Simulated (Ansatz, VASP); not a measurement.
**Two plane-wave programs on WC**

```
CELL_PARAMETERS angstrom
2.90050 -0.01450 -0.01450
-1.46281 2.51916 -0.00531
-0.01414 -0.01414 2.82900
ATOMIC_POSITIONS crystal
W 0.00000 0.00000 0.00000
C 0.66667 0.33333 0.50000
```

Change from the starting cell: equal xy, yz and zx shear strains of -1 %, PAW files.

Alike in both runs: task electric field gradients; functional PBEsol; k mesh 13 × 13 × 12; occupations fermi-dirac, width 0.05 eV; no spin polarisation.

```csv
,VASP,Ansatz
version,VASP 6.6.1,Ansatz 0.2.0
potentials or method,"VASP PAW PBE potentials, release 64 (W_sv, C)","PAW with Ansatz's default frozen-core files, scalar-relativistic"
plane-wave cutoff (eV),520,420
valence electrons in the cell,18,18
```

|  | VASP | Ansatz | Ansatz less VASP |
| --- | --- | --- | --- |
| pressure (GPa) | 0.6 | -0.7 | -1.29 |
| traceless stress, the component that is largest in VASP (GPa) | 3.25 | 3.24 | -0.018 |
| rms of the force components (eV/Å) | 0.038 | 0.036 | -0.0012 |
| size of Vzz on the site where it differs most (V/Å²) | 151.4 | 148.6 | -2.84 |

VASP's potentials were made for PBE, not for PBEsol. Atom by atom the forces differ by 0.001 eV/Å (rms over components). With one functional, cell and mesh, what is left measures potentials, basis and numerics.

Spin-orbit coupling is off throughout.
